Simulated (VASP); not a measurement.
# Ti (Fm-3m) in VASP: notebook, part 2 of 2

VASP 6.6.1. The steps go on from the part before.

### 5 Relaxation of cell and atoms, LDA, target pressure 30 GPa, at which the enthalpy is minimised

The input, INCAR:

```
  PREC = Accurate
  ENCUT = 500
  EDIFF = 1E-7
  ISMEAR = 1
  SIGMA = 0.1
  LREAL = False
  LASPH = True
  NELM = 120
  ALGO = Normal
  ISIF = 3
  LWAVE = False
  LCHARG = False
  IBRION = 2
  NSW = 80
  EDIFFG = -0.03
  PSTRESS = 300.0
  GGA_COMPAT = False
  NELMIN = 4
```

The input, KPOINTS:

```
Automatic mesh
0
Gamma
  9 9 9
```

The input, POSCAR:

```
Ti
1.0
    2.8708540000      0.0000000000      0.0000000000
    1.4354270000      2.4862324946      0.0000000000
    1.4354270000      0.8287441649      2.3440424753
Ti
1
Direct
    0.0000000000      0.0000000000      0.0000000000
```

Potentials or basis: VASP PAW LDA potentials, release 64 (Ti_sv).

The run is started by

```console
$ cat potpaw_LDA.64/Ti_sv/POTCAR > POTCAR
$ mpirun -np 1 vasp_std > vasp.out
```

OUTCAR:

```text
PREC = Accurate
   ENCUT = 500
   EDIFF = 1E-7
   ISMEAR = 1
   LREAL = False
   LASPH = True
   NELM = 120
   ISIF = 3
   IBRION = 2
   NSW = 80
   EDIFFG = -0.03
   PSTRESS = 300.0
   NELMIN = 4

 ion  position               nearest neighbor table
   1  0.000  0.000  0.000-

  LATTYP: Found a face centered cubic cell.
 ALAT       =     4.0600006624

  Lattice vectors:

 A1 = (   2.8708540000,   0.0000000000,   0.0000000000)
 A2 = (   1.4354270000,   2.4862324946,   0.0000000000)
 A3 = (   1.4354270000,   0.8287441649,   2.3440424753)

Analysis of symmetry for initial positions (statically):
=====================================================================
 Subroutine PRICEL returns:
 Original cell was already a primitive cell.

 Routine SETGRP: Setting up the symmetry group for a
 face centered cubic supercell.

 Subroutine GETGRP returns: Found 48 space group operations
 (whereof 48 operations were pure point group operations)
 out of a pool of 48 trial point group operations.

The static configuration has the point symmetry O_h .

Analysis of symmetry for dynamics (positions and initial velocities):
=====================================================================
 Subroutine PRICEL returns:
 Original cell was already a primitive cell.

 Routine SETGRP: Setting up the symmetry group for a
[... 140 lines left out ...]
 maximum number of plane-waves:       440
 NGX is ok and might be reduce to    24
   NGX = 11   NGY = 11   NGZ = 11

--------------------------------------- Ionic step        1  -------------------------------------------

 number of electron      12.0000002 magnetization

 Free energy of the ion-electron system (eV)
  ---------------------------------------------------
  ext. energy  EPLUGINS =         0.00000000
  ---------------------------------------------------
  free energy    TOTEN  =        -8.48173533 eV

  energy without entropy =       -8.47911916  energy(sigma->0) =       -8.48086327

 E-fermi :   8.3909     XC(G=0): -11.9662

 val. band max:        8.3823955986   @ k =  -0.3333   0.3333   0.1111
 cond. band min:       8.4015374432   @ k =  -0.3333   0.2222   0.0000
 fundamental gap:      0.0191418445
 Fermi energy:         8.3909232104

 k-point     1 :       0.0000    0.0000    0.0000
  band No.  band energies     occupation
      1     -47.5878      2.00000
      2     -23.7691      2.00000
      3     -23.7691      2.00000
      4     -23.7691      2.00000
      5       2.2844      2.00000
      6       9.2433     -0.00000
      7       9.2433     -0.00000
      8       9.2433     -0.00000
      9      10.9313      0.00000
     10      10.9313      0.00000
[... 446 lines left out ...]
--------------------------------------- Ionic step        5  -------------------------------------------

 number of electron      12.0000000 magnetization

 Free energy of the ion-electron system (eV)
  ---------------------------------------------------
  ext. energy  EPLUGINS =         0.00000000
  ---------------------------------------------------
  free energy    TOTEN  =        -8.26587206 eV

  energy without entropy =       -8.26307419  energy(sigma->0) =       -8.26493944

 E-fermi :  11.2164     XC(G=0): -13.1153

 val. band max:       11.2126567865   @ k =   0.2222   0.0000  -0.0000
 cond. band min:      11.2212575402   @ k =  -0.3333   0.3333   0.1111
 fundamental gap:      0.0086007537
 Fermi energy:        11.2164023647

 k-point     1 :       0.0000    0.0000    0.0000
  band No.  band energies     occupation
      1     -44.5776      2.00000
      2     -20.3004      2.00000
      3     -20.3004      2.00000
      4     -20.3004      2.00000
      5       4.6532      2.00000
      6      12.0809     -0.00000
      7      12.0809     -0.00000
      8      12.0809     -0.00000
      9      14.3892      0.00000
     10      14.3892      0.00000
[... 331 lines left out ...]
  energy  without entropy=       -8.2630741940  energy(sigma->0) =       -8.26493944

  enthalpy is  TOTEN    =        -5.7731111819 eV   P V=        2.4927608791

 reached required accuracy - stopping structural energy minimisation
```

OSZICAR:

```text
N       E                     dE             d eps       ncg     rms          rms(c)
DAV:   1     0.779208826341E+02    0.77921E+02   -0.69961E+03   700   0.143E+03
DAV:   2    -0.512899514036E+01   -0.83050E+02   -0.81742E+02   726   0.309E+02
DAV:   3    -0.931876192244E+01   -0.41898E+01   -0.41294E+01   892   0.737E+01
DAV:   4    -0.948926714853E+01   -0.17051E+00   -0.17021E+00   848   0.122E+01
[... 60 lines left out ...]
DAV:   5    -0.826586113414E+01   -0.85851E-04   -0.18288E-04  1030   0.775E-02    0.192E-02
DAV:   6    -0.826587040143E+01   -0.92673E-05   -0.11551E-05   742   0.385E-02    0.289E-03
DAV:   7    -0.826587172265E+01   -0.13212E-05   -0.29012E-06   944   0.112E-02    0.217E-03
DAV:   8    -0.826587205466E+01   -0.33201E-06   -0.82091E-07   780   0.692E-03    0.269E-04
DAV:   9    -0.826587206107E+01   -0.64122E-08   -0.50465E-08   476   0.188E-03
   5 F= -.57731112E+01 E0= -.57721786E+01  d E =-.424149E+00
```

CONTCAR:

```text
Ti
   1.00000000000000
     2.6602859162981760    0.0000000000000000   -0.0000000000000000
     1.3301429581490880    2.3038751848839176   -0.0000000000003550
     1.3301429581490880    0.7679583949918596    2.1721143549088278
  Ti
     1
Direct
     0.0000000000000000    0.0000000000000000    0.0000000000000000

  0.00000000E+00  0.00000000E+00  0.00000000E+00
```

It took 82 s on 1 thread of AMD EPYC 7R13, shared host; peak memory 0.11 GiB.

What came out:

| Quantity | Value |
| --- | --- |
| Free energy | -8.2659 eV |
| Relaxed volume | 13.31 Å³/atom |
| Relaxed cell | a = 2.660 Å, b = 2.660 Å, c = 2.660 Å, α = 60.00°, β = 60.00°, γ = 60.00° |
| Space group after relaxing (to 0.05 Å) | Fm-3m (No. 225) |
| Energy change on relaxing (the enthalpy is what falls) | +215.9 meV/atom |
| Ionic steps | 5 |
| Pressure after relaxing | 30.2 GPa |
| Band gap on the k mesh | zero (band 6 reaches 12.08 eV, above the bottom of band 7 at 10.45 eV) |

Step by step:
```csv
step,energy change (eV),largest force (eV/Å),pressure (GPa),volume (Å³)
1,0.0000,0.0000,-4.76,16.73
2,2.1004,0.0000,150.48,9.39
3,0.1690,0.0000,26.20,13.58
4,0.2043,0.0000,29.25,13.37
5,0.2159,0.0000,30.21,13.31
```

Final structure:
```
Ti
1.0
     2.66029    0.00000    0.00000
     1.33014    2.30388    0.00000
     1.33014    0.76796    2.17211
Ti
1
Cartesian
  0.0000 0.0000 0.0000
```

Caveat: the cell is relaxed towards a set pressure, so the enthalpy falls and the energy may rise; the volume moved by over 15 % at a fixed basis, so the end points are rough.

### 6 The runs side by side

```tsv
cell	gap on the mesh (eV)	pressure (GPa)
relaxed	none	0.0
relaxed to 10 GPa	none	10.0
relaxed to 20 GPa	none	19.8
relaxed to 30 GPa	none	30.2
```

Alike in all rows: task relaxation of cell and atoms; level LDA; potentials or basis VASP PAW LDA potentials, release 64 (Ti_sv); no spin polarisation; k mesh 9 × 9 × 9; cutoff (eV) 500; smearing methfessel-paxton 0.1 eV.

Caveats: the cell is relaxed towards a set pressure, so the enthalpy falls and the energy may rise (some runs); the volume moved by over 15 % at a fixed basis, so the end points are rough (some runs).

Total energies depend on the potentials used, so only differences within one code and one set of settings carry meaning.
